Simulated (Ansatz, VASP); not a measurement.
**AlN: VASP beside Ansatz**

INCAR

```
SYSTEM = AlN
PREC     = Accurate       ! precision mode
ENCUT    = 520            ! plane-wave cutoff, eV
EDIFF    = 1E-6           ! SCF threshold, eV
ISMEAR   = 0              ! smearing method
SIGMA    = 0.05           ! smearing width, eV
LREAL    = .FALSE.        ! projectors in reciprocal space
LASPH    = .TRUE.         ! aspherical terms in the spheres
NELM     = 100            ! most SCF steps
ALGO     = Normal         ! electronic algorithm
ISIF     = 2              ! what is computed and relaxed
LWAVE    = .FALSE.        ! write WAVECAR
LCHARG   = .FALSE.        ! write CHGCAR
GGA      = RE             ! functional
NBANDS   = 16             ! bands
```

KPOINTS

```
regular mesh
0
G
  10 10 6
  0 0 0
```

POSCAR

```
AlN
1.0
    3.0709272750      0.0000000000      0.0000000000
   -1.5354636375      2.6595010333      0.0000000000
    0.0000000000      0.0000000000      4.9136809369
Al N
2 2
Direct
    0.6669120000      0.3362360000      0.4998430000
    0.3268940000      0.6678470000     -0.0018600000
    0.6696610000      0.3331100000      0.8779580000
    0.3369420000      0.6692960000      0.3828520000
```

The input input.yaml:

```yaml
crystal:
  lattice:
    - [3.070927275, 0.0, 0.0]
    - [-1.5354636375, 2.6595010333, 0.0]
    - [0.0, 0.0, 4.9136809369]
  atoms:
    - { symbol: Al, position: [0.666912, 0.336236, 0.499843] }
    - { symbol: Al, position: [0.326894, 0.667847, -0.00186] }
    - { symbol: "N", position: [0.669661, 0.33311, 0.877958] }
    - { symbol: "N", position: [0.336942, 0.669296, 0.382852] }
hamiltonian:
  xc: revpbe
  pseudopotentials: { kind: paw }
kpoints:
  mp_grid: { grid: [10, 10, 6] }
scf:
  occupations: { method: gaussian, width: 0.05 }
output:
  forces: true
  stress: true
  eigenvalues: true
```

Alike in both runs: task single point; functional revPBE; k mesh 10 × 10 × 6; occupations gaussian, width 0.05 eV; no spin polarisation.

|  | VASP | Ansatz |
| --- | --- | --- |
| version | VASP 6.6.1 | Ansatz 0.2.0 |
| potentials or method | VASP PAW PBE potentials, release 64 (Al, N) | Ansatz PAW |
| plane-wave cutoff (eV) | 520 | 420 |
| valence electrons in the cell | 16 | 16 |

```tsv
	VASP	Ansatz	Ansatz less VASP
gap on the k mesh at the Fermi level (eV)	4.59	4.57	-0.024
least direct gap on the mesh (eV)	4.59	4.57	-0.024
pressure (GPa)	15.4	16.0	+0.59
traceless stress, the component that is largest in VASP (GPa)	1.11	1.11	+0.003
rms of the force components (eV/Å)	0.278	0.278	-0.0001
```

VASP's potentials were made for PBE, not for revPBE. Atom by atom the forces differ by 0.001 eV/Å (rms over components). The functional is the same, so the differences come from potentials, cutoffs and numerics.
